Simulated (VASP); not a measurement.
# KCl in VASP: notebook

KCl is run at these levels: LDA; tasks: single point.

Program: VASP 6.6.1. These are calculated values, not measurements. Logs are shortened: lines on timing, memory, paths and dates and some standing lists are left out, and cuts for length are marked.

### 1 The cell of the first run

The structure is trigonal, space group R-3m (No. 166). The conventional cell has a = 4.486 Å, b = 4.486 Å, c = 10.824 Å, α = 90.00°, β = 90.00°, γ = 120.00°. Within 4.2 Å of K (site symmetry -3m) lie 6 Cl at 3.16 Å. Cl (site symmetry -3m) has 6 K at 3.16 Å within 4.2 Å.

### 2 Single point, LDA (equal xy, yz and zx shear strains of -1 %)

Contents of INCAR:

```
SYSTEM = KCl
  PREC = Accurate
  ENCUT = 520
  EDIFF = 1E-7
  ISMEAR = -1
  SIGMA = 0.03
  LREAL = .False.
  LASPH = .True.
  NELM = 80
  ALGO = Normal
  ISIF = 2
  LWAVE = .False.
  LCHARG = .False.
  NBANDS = 15
```

Contents of KPOINTS:

```
Automatic mesh
0
Gamma
  7 7 7
  0 0 0
```

Contents of POSCAR:

```
KCl
1.0
   -0.0315610000      3.1403195000      3.1403195000
    3.1403195000     -0.0315610000      3.1403195000
    3.1403195000      3.1403195000     -0.0315610000
K Cl
1 1
Direct
    0.0000000000      0.0000000000      0.0000000000
    0.5000000000      0.5000000000      0.5000000000
```

Potentials or basis: VASP PAW LDA potentials, release 64 (K_sv, Cl).

Command:

```bash
> cat potpaw_LDA.64/K_sv/POTCAR potpaw_LDA.64/Cl/POTCAR > POTCAR
> mpirun -np 1 vasp_std > vasp.out
```

OUTCAR:

```text
SYSTEM = KCl
   PREC = Accurate
   ENCUT = 520
   EDIFF = 1E-7
   ISMEAR = -1
   LREAL = .False.
   LASPH = .True.
   NELM = 80
   ISIF = 2

 ion  position               nearest neighbor table
   1  0.000  0.000  0.000-   2 3.16   2 3.16   2 3.16   2 3.16   2 3.16   2 3.16
   2  0.500  0.500  0.500-   1 3.16   1 3.16   1 3.16   1 3.16   1 3.16   1 3.16

  LATTYP: Found a trigonal (rhomboedric) cell.
 ALAT       =     4.4411945714
 COS(alpha) =     0.4899250057

  Lattice vectors:

 A1 = (  -0.0315610000,   3.1403195000,   3.1403195000)
 A2 = (   3.1403195000,  -0.0315610000,   3.1403195000)
 A3 = (   3.1403195000,   3.1403195000,  -0.0315610000)

Analysis of symmetry for initial positions (statically):
=====================================================================
 Subroutine PRICEL returns:
 Original cell was already a primitive cell.

 Routine SETGRP: Setting up the symmetry group for a
 trigonal (rhombohedral) supercell.

 Subroutine GETGRP returns: Found 12 space group operations
 (whereof 12 operations were pure point group operations)
 out of a pool of 12 trial point group operations.

The static configuration has the point symmetry D_3d.

Analysis of symmetry for dynamics (positions and initial velocities):
=====================================================================
 Subroutine PRICEL returns:
 Original cell was already a primitive cell.

 Routine SETGRP: Setting up the symmetry group for a
 trigonal (rhombohedral) supercell.

 Subroutine GETGRP returns: Found 12 space group operations
 (whereof 12 operations were pure point group operations)
 out of a pool of 12 trial point group operations.

The dynamic configuration has the point symmetry D_3d.

 Subroutine INISYM returns: Found 12 space group operations
 (whereof 12 operations are pure point group operations),
 and found     1 'primitive' translations

----------------------------------------------------------------------------------------

                                     Primitive cell

  volume of cell :      62.8709

  direct lattice vectors                    reciprocal lattice vectors
    -0.031561000  3.140319500  3.140319500    -0.156839057  0.158431332  0.158431332
     3.140319500 -0.031561000  3.140319500     0.158431332 -0.156839057  0.158431332
     3.140319500  3.140319500 -0.031561000     0.158431332  0.158431332 -0.156839057

  length of vectors
[... 84 lines left out ...]
   EDIFFG = 0.1E-05   stopping-criterion for IOM
   NSW    =      0    number of steps for IOM
   IBRION =     -1    ionic relax: 0-MD 1-quasi-New 2-CG
   NFREE  =      0    steps in history (QN), initial steepest desc. (CG)
   ISIF   =      2    stress and relaxation
   ISYM   =      2    0-nonsym 1-usesym 2-fastsym
   POTIM  = 0.5000    time-step for ionic-motion
   TEBEG  =    0.0;   TEEND  =   0.0 temperature during run
   PSTRESS=    0.0 pullay stress
   NELECT =      16.0000    total number of electrons
   NUPDOWN=      -1.0000    fix difference up-down
   EMIN   =  10.00;   EMAX   =-10.00  energy-range for DOS
   EFERMI =   0.00;   METHOD = LEGACY
   ISMEAR =    -1;   SIGMA  =   0.03  broadening in eV -4-tet -1-fermi 0-gaus
   EFERMI_NEDOS =   21; number of points for ismear=-14 and -15
   IALGO  =     38    algorithm
   IMIX   =      4    mixing-type and parameters
     AMIX     =   0.40;   BMIX     =  1.00
     AMIX_MAG =   1.60;   BMIX_MAG =  1.00
  volume/ion in A,a.u.               =      31.44       212.14
  Fermi-wavevector in a.u.,A,eV,Ry     =   1.037445  1.960486 14.643836  1.076292
  Thomas-Fermi vector in A             =   2.171883
   LORBIT       =      0    0 simple, 1 ext, 2 COOP (PROOUT), +10 PAW based schemes
   GGA     = CA    functional components
   LHFCALC =     F    Hartree Fock is set to
   AEXX    =    0.0000 exact exchange contribution
   IVDW    =     0    specifies the selected vdW correction
   LEPSILON=     F    determine dielectric tensor
   LRPA    =     F    only Hartree local field effects (RPA)
 non-spin polarized calculation
  energy-cutoff  :      520.00
  volume of cell :       62.87
 maximum number of plane-waves:      1723
 NGX is ok and might be reduce to    36
   NGX = 17   NGY = 17   NGZ = 17

 number of electron      15.9999998 magnetization

 Free energy of the ion-electron system (eV)
  ---------------------------------------------------
  ext. energy  EPLUGINS =         0.00000000
  ---------------------------------------------------
  free energy    TOTEN  =        -7.36248926 eV

  energy without entropy =       -7.36248926  energy(sigma->0) =       -7.36248926

 E-fermi :  -1.4239     XC(G=0):  -8.0730

 val. band max:       -2.1002889177   @ k =   0.0000   0.0000   0.0000
 cond. band min:       2.5978433298   @ k =   0.0000   0.0000   0.0000
 fundamental gap:      4.6981322476
 Fermi energy:        -1.4239337134

 k-point     1 :       0.0000    0.0000    0.0000
  band No.  band energies     occupation
      1     -28.9729      2.00000
      2     -14.1350      2.00000
      3     -12.6706      2.00000
      4     -12.6705      2.00000
      5     -12.6705      2.00000
      6      -2.1284      2.00000
      7      -2.1284      2.00000
      8      -2.1003      2.00000
      9       2.5978      0.00000
     10       5.9187      0.00000
     11       5.9187      0.00000
     12       6.0489      0.00000
     13       6.8902      0.00000
     14       6.8902      0.00000
[... 401 lines left out ...]
      2     -14.2126      2.00000
      3     -12.7211      2.00000
      4     -12.6903      2.00000
      5     -12.5548      2.00000
      6      -2.9143      2.00000
      7      -2.4098      2.00000
      8      -2.3681      2.00000
      9       4.8167      0.00000
     10       5.0539      0.00000
     11       7.6311      0.00000
     12       7.6494      0.00000
     13       8.0182      0.00000
     14       8.4038      0.00000
     15       9.7185      0.00000

 [... further k-points ...]
[... 5 lines left out ...]
  --------------------------------------------------------------------------------------
  -------------------------------------------------------------------------------------
  Total       -0.8018000     -0.8018000     -0.8018000      0.0278644      0.0278644      0.0278644
  in kB      -20.4327606    -20.4327606    -20.4327606      0.7100854      0.7100854      0.7100854
  external PRESSURE =     -20.4327606 kB  Pullay stress =       0.0000000 kB

 VOLUME and BASIS-vectors are now :
 -----------------------------------------------------------------------------
  energy-cutoff  :      520.00
  volume of cell :       62.87
      direct lattice vectors                 reciprocal lattice vectors
    -0.031561000  3.140319500  3.140319500    -0.156839057  0.158431332  0.158431332
     3.140319500 -0.031561000  3.140319500     0.158431332 -0.156839057  0.158431332
     3.140319500  3.140319500 -0.031561000     0.158431332  0.158431332 -0.156839057

 POSITION                                       TOTAL-FORCE (eV/Angst)
 -----------------------------------------------------------------------------------
      0.00000      0.00000      0.00000        -0.000000      0.000000      0.000000
      3.12454      3.12454      3.12454         0.000000     -0.000000     -0.000000
 -----------------------------------------------------------------------------------
    total drift:                                0.000000      0.000000      0.000000

  FREE ENERGIE OF THE ION-ELECTRON SYSTEM (eV)
  ---------------------------------------------------
  free  energy   TOTEN  =        -7.3624892611 eV

  energy  without entropy=       -7.3624892611  energy(sigma->0) =       -7.36248926
```

OSZICAR:

```text
N       E                     dE             d eps       ncg     rms          rms(c)
DAV:   1     0.107074596694E+03    0.10707E+03   -0.70640E+03  1320   0.955E+02
DAV:   2    -0.101704551973E+01   -0.10809E+03   -0.98983E+02  1724   0.253E+02
DAV:   3    -0.746236723209E+01   -0.64453E+01   -0.64090E+01  1853   0.529E+01
DAV:   4    -0.766037587601E+01   -0.19801E+00   -0.19796E+00  1963   0.915E+00
DAV:   5    -0.766213907909E+01   -0.17632E-02   -0.17632E-02  1881   0.869E-01    0.338E+00
DAV:   6    -0.739096575752E+01    0.27117E+00   -0.37006E-01  1670   0.321E+00    0.271E+00
DAV:   7    -0.736305904624E+01    0.27907E-01   -0.59878E-02  1796   0.153E+00    0.159E+00
DAV:   8    -0.736238007789E+01    0.67897E-03   -0.10825E-02  1962   0.779E-01    0.233E-01
DAV:   9    -0.736236488934E+01    0.15189E-04   -0.54169E-04  1685   0.137E-01    0.813E-02
DAV:  10    -0.736248762672E+01   -0.12274E-03   -0.80511E-05  1524   0.661E-02    0.136E-02
DAV:  11    -0.736248878929E+01   -0.11626E-05   -0.36657E-06  2003   0.137E-02    0.618E-03
DAV:  12    -0.736248927855E+01   -0.48926E-06   -0.14362E-06  1560   0.832E-03    0.296E-03
DAV:  13    -0.736248926109E+01    0.17458E-07   -0.22008E-07  1628   0.341E-03
   1 F= -.73624893E+01 E0= -.73624893E+01  d E =-.295640E-11
```

Wall time 48 s (1 thread of Intel Xeon 8259CL, shared host); peak memory 0.19 GiB.

Results:

```yaml
Free_energy: -7.3625 eV
Pressure: -2.0 GPa
Band_gap_on_the_k_mesh: 4.70 eV
```

Stress tensor (GPa, compression positive):
```
-2.04  0.07  0.07
 0.07 -2.04  0.07
 0.07  0.07 -2.04
```

Caveat: the cell differs from its parent crystal (equal xy, yz and zx shear strains of -1 %); an odd mesh through Γ misses points on the zone boundary, where band edges can lie.

### 3 Single point, LDA (equal xy, yz and zx shear strains of +2 %)

Contents of INCAR:

```
  PREC = Accurate
  ENCUT = 520
  EDIFF = 1E-6
  ISMEAR = -1
  SIGMA = 0.03
  LREAL = False
  LASPH = True
  NELM = 60
  ALGO = Normal
  ISIF = 2
  LWAVE = False
  LCHARG = False
  NBANDS = 15
```

Contents of KPOINTS:

```
regular mesh
0
Gamma
  7 7 7
```

Contents of POSCAR:

```
KCl
1.0
    0.0631220000      3.1876610000      3.1876610000
    3.1876610000      0.0631220000      3.1876610000
    3.1876610000      3.1876610000      0.0631220000
K Cl
1 1
Direct
    0.0000000000      0.0000000000      0.0000000000
    0.5000000000      0.5000000000      0.5000000000
```

Potentials or basis: VASP PAW LDA potentials, release 64 (K_sv, Cl).

Command:

```bash
> cat potpaw_LDA.64/K_sv/POTCAR potpaw_LDA.64/Cl/POTCAR > POTCAR
> mpirun -np 1 vasp_std > vasp.out
```

OUTCAR:

```text
PREC = Accurate
   ENCUT = 520
   EDIFF = 1E-6
   ISMEAR = -1
   LREAL = False
   LASPH = True
   NELM = 60
   ISIF = 2

 ion  position               nearest neighbor table
   1  0.000  0.000  0.000-   2 3.16   2 3.16   2 3.16   2 3.16   2 3.16   2 3.16
   2  0.500  0.500  0.500-   1 3.16   1 3.16   1 3.16   1 3.16   1 3.16   1 3.16

  LATTYP: Found a trigonal (rhomboedric) cell.
 ALAT       =     4.5084753175
 COS(alpha) =     0.5197000882

  Lattice vectors:

 A1 = (   0.0631220000,   3.1876610000,   3.1876610000)
 A2 = (   3.1876610000,   0.0631220000,   3.1876610000)
 A3 = (   3.1876610000,   3.1876610000,   0.0631220000)

Analysis of symmetry for initial positions (statically):
=====================================================================
 Subroutine PRICEL returns:
 Original cell was already a primitive cell.

 Routine SETGRP: Setting up the symmetry group for a
 trigonal (rhombohedral) supercell.

 Subroutine GETGRP returns: Found 12 space group operations
 (whereof 12 operations were pure point group operations)
 out of a pool of 12 trial point group operations.

The static configuration has the point symmetry D_3d.

[... 167 lines left out ...]
 k-point     1 :       0.0000    0.0000    0.0000
  band No.  band energies     occupation
      1     -28.9737      2.00000
      2     -14.1326      2.00000
      3     -12.6710      2.00000
      4     -12.6710      2.00000
      5     -12.6710      2.00000
      6      -2.1553      2.00000
      7      -2.0961      2.00000
      8      -2.0961      2.00000
      9       2.5977      0.00000
     10       5.8013      0.00000
     11       6.0466      0.00000
     12       6.0466      0.00000
     13       6.8952      0.00000
     14       6.8952      0.00000
[... 401 lines left out ...]
      2     -14.2162      2.00000
      3     -12.7229      2.00000
      4     -12.6938      2.00000
      5     -12.5418      2.00000
      6      -2.9044      2.00000
      7      -2.3911      2.00000
      8      -2.3598      2.00000
      9       4.7821      0.00000
     10       5.0838      0.00000
     11       7.6307      0.00000
     12       7.6939      0.00000
     13       7.9433      0.00000
     14       8.4226      0.00000
     15       9.6622      0.00000

 [... further k-points ...]
[... 5 lines left out ...]
  --------------------------------------------------------------------------------------
  -------------------------------------------------------------------------------------
  Total       -0.8050154     -0.8050154     -0.8050154     -0.0600398     -0.0600398     -0.0600398
  in kB      -20.5192716    -20.5192716    -20.5192716     -1.5303721     -1.5303721     -1.5303721
  external PRESSURE =     -20.5192716 kB  Pullay stress =       0.0000000 kB

 VOLUME and BASIS-vectors are now :
 -----------------------------------------------------------------------------
  energy-cutoff  :      520.00
  volume of cell :       62.86
      direct lattice vectors                 reciprocal lattice vectors
     0.063122000  3.187661000  3.187661000    -0.161592466  0.158454748  0.158454748
     3.187661000  0.063122000  3.187661000     0.158454748 -0.161592466  0.158454748
     3.187661000  3.187661000  0.063122000     0.158454748  0.158454748 -0.161592466

 POSITION                                       TOTAL-FORCE (eV/Angst)
 -----------------------------------------------------------------------------------
      0.00000      0.00000      0.00000        -0.000000     -0.000000      0.000000
      3.21922      3.21922      3.21922         0.000000      0.000000     -0.000000
 -----------------------------------------------------------------------------------
    total drift:                                0.000000      0.000000      0.000000

  FREE ENERGIE OF THE ION-ELECTRON SYSTEM (eV)
  ---------------------------------------------------
  free  energy   TOTEN  =        -7.3613400804 eV

  energy  without entropy=       -7.3613400804  energy(sigma->0) =       -7.36134008
```

OSZICAR:

```text
N       E                     dE             d eps       ncg     rms          rms(c)
DAV:   1     0.107152048293E+03    0.10715E+03   -0.70053E+03  1320   0.957E+02
DAV:   2    -0.860469872520E+00   -0.10801E+03   -0.98015E+02  1699   0.254E+02
DAV:   3    -0.742294719008E+01   -0.65625E+01   -0.65209E+01  1852   0.533E+01
DAV:   4    -0.765904028665E+01   -0.23609E+00   -0.23605E+00  1928   0.966E+00
DAV:   5    -0.766123096667E+01   -0.21907E-02   -0.21907E-02  1880   0.983E-01    0.338E+00
DAV:   6    -0.738991451935E+01    0.27132E+00   -0.36950E-01  1649   0.321E+00    0.271E+00
DAV:   7    -0.736193806594E+01    0.27976E-01   -0.60333E-02  1831   0.153E+00    0.159E+00
DAV:   8    -0.736123570222E+01    0.70236E-03   -0.10928E-02  1955   0.784E-01    0.236E-01
DAV:   9    -0.736121428997E+01    0.21412E-04   -0.56138E-04  1743   0.139E-01    0.820E-02
DAV:  10    -0.736133829606E+01   -0.12401E-03   -0.80236E-05  1454   0.663E-02    0.127E-02
DAV:  11    -0.736133959097E+01   -0.12949E-05   -0.35796E-06  1921   0.138E-02    0.628E-03
DAV:  12    -0.736134008039E+01   -0.48943E-06   -0.14029E-06  1427   0.835E-03
   1 F= -.73613401E+01 E0= -.73613401E+01  d E =-.120386E-11
```

stdout:

```text
POSCAR found type information on POSCAR K Cl
 POSCAR found :  2 types and       2 ions
 scaLAPACK will be used
 LDA part: xc-table for (Slater(with rela. corr.)+CA(PZ))
 , standard interpolation
 POSCAR, INCAR and KPOINTS ok, starting setup
 FFT: planning ... GRIDC
 FFT: planning ... GRID_SOFT
 FFT: planning ... GRID
 WAVECAR not read
 entering main loop
```

It took 48 s on 1 thread of Intel Xeon 8259CL, shared host; peak memory 0.19 GiB.

What came out:

```yaml
Free_energy: -7.3613 eV
Pressure: -2.1 GPa
Band_gap_on_the_k_mesh: 4.69 eV
```

Levels at points of the mesh, in eV from the valence-band top:
| k point | band 6 | band 7 | band 8 | band 9 | band 10 | band 11 |
| --- | --- | --- | --- | --- | --- | --- |
| (0.00, 0.00, 0.00) | -0.06 | 0.00 | 0.00 | 4.69 | 7.90 | 8.14 |

Caveat: the cell differs from its parent crystal (equal xy, yz and zx shear strains of +2 %); an odd mesh through Γ misses points on the zone boundary, where band edges can lie.

### 4 Single point, LDA (29.55 Å³/atom)

This run uses another cell than the first one, of 29.55 Å³/atom.

Contents of INCAR:

```
  PREC = Accurate
  ENCUT = 520
  EDIFF = 1E-6
  ISMEAR = -1
  SIGMA = 0.03
  LREAL = F
  LASPH = T
  NELM = 60
  ALGO = Normal
  ISIF = 2
  LWAVE = F
  LCHARG = F
  GGA = CA
  NBANDS = 15
```

KPOINTS is that of step 3.

Contents of POSCAR:

```
KCl
1.0
    0.0000000000      3.0916717177      3.0916717177
    3.0916717177      0.0000000000      3.0916717177
    3.0916717177      3.0916717177      0.0000000000
K Cl
1 1
Direct
    0.0000000000      0.0000000000      0.0000000000
    0.5000000000      0.5000000000      0.5000000000
```

Command:

```bash
> cat potpaw_LDA.64/K_sv/POTCAR potpaw_LDA.64/Cl/POTCAR > POTCAR
> mpirun -np 1 vasp_std > vasp.out
```

Run time: 30 s. Hardware: 1 thread of AMD EPYC 7R13, shared host; peak memory 0.14 GiB.

It converged, with:

* Free energy: -7.3991 eV
* Pressure: -1.0 GPa
* Band gap on the k mesh: 4.93 eV

Levels at points of the mesh, in eV from the valence-band top:
```csv
k point,band 5,band 6,band 7,band 8,band 9,band 10,band 11,band 12
"(0.00, 0.00, 0.00)",-10.41,0.00,0.00,0.00,4.93,8.10,8.10,8.10
```

### 5 Summary

| cell | gap on the mesh (eV) | pressure (GPa) |
| --- | --- | --- |
| a = 4.441 Å, angles 60.7°, 2 atoms | 4.70 | -2.0 |
| a = 4.508 Å, angles 58.7°, 2 atoms | 4.69 | -2.1 |
| a = 4.372 Å, angles 60.0°, 2 atoms | 4.93 | -1.0 |

Alike in all rows: task single point; level LDA; potentials or basis VASP PAW LDA potentials, release 64 (K_sv, Cl); no spin polarisation; k mesh 7 × 7 × 7; cutoff (eV) 520; smearing fermi-dirac 0.03 eV.

Caveats: an odd mesh through Γ misses points on the zone boundary, where band edges can lie (at least some runs).

Absolute energies hang on the potentials; compare differences alone.
